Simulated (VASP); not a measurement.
## SiO2: single point with LDA

SiO2:

```
CELL_PARAMETERS angstrom
4.48574 0.00000 0.00000
0.00000 4.48574 0.00000
0.00000 0.00000 2.57571
ATOMIC_POSITIONS crystal
Si 0.50000 0.50000 0.50000
Si 0.00000 0.00000 0.00000
O 0.69443 0.69443 0.00000
O 0.19443 0.80557 0.50000
O 0.30557 0.30557 0.00000
O 0.80557 0.19443 0.50000
```

This cell differs from its parent crystal: volume 8.638 Å^3 an atom, c/a of the conventional cell 0.5742.

```json
{"Program": "VASP 6.6.1", "Task": "single point", "Functional": "LDA", "Potentials or basis": "VASP PAW LDA potentials, release 64 (Si, O)", "Cutoff": "520 eV", "k mesh": "6 × 6 × 10", "Occupations": "gaussian, width 0.05 eV", "Spin": "no spin polarisation"}
```

| Property | Result |
| --- | --- |
| Pressure | -24.8 GPa |
| Largest force | 1.714 eV/Å |
| Band gap on the k mesh | 4.00 eV, direct |

Forces on the atoms (eV/Å):
```
Si   0.000  0.000  0.000
Si   0.000  0.000  0.000
O   -1.212 -1.212  0.000
O   -1.212  1.212  0.000
O    1.212  1.212  0.000
O    1.212 -1.212  0.000
```

Stress tensor (GPa, compression positive):
```
-38.15   0.00   0.00
  0.00 -38.15   0.00
  0.00   0.00   2.03
```

Levels at points of the mesh, in eV from the valence-band top:
```csv
k point,band 12,band 13,band 14,band 15,band 16,band 17,band 18,band 19,band 20,band 21
"(0.00, 0.00, 0.00)",-2.18,-1.78,-0.91,-0.91,0.00,4.00,7.76,8.56,8.56,10.33
"(0.50, 0.00, 0.00)",-3.09,-1.89,-1.89,-1.07,-1.07,6.61,6.61,9.55,9.55,9.70
"(0.50, 0.50, 0.00)",-2.25,-2.24,-2.24,-2.19,-2.19,6.77,6.77,10.05,10.05,10.63
"(0.00, 0.00, 0.50)",-4.36,-2.28,-2.28,-2.25,-2.25,7.34,7.34,10.54,10.54,10.95
"(0.50, 0.00, 0.50)",-3.56,-2.11,-2.11,-1.43,-1.43,7.24,7.24,7.81,7.81,11.57
"(0.50, 0.50, 0.50)",-4.29,-1.68,-1.68,-1.26,-1.26,5.52,5.52,9.62,9.62,10.60
```

Run time: 36 s on 1 thread of AMD EPYC 9R45 96-Core Processor (Zen 5), with other jobs on the host, peak memory 0.15 GiB.

Caveat: forces of over 1 eV/Å act on the atoms, so gaps and moduli don't describe the material at rest. A k mesh can miss the band edges.
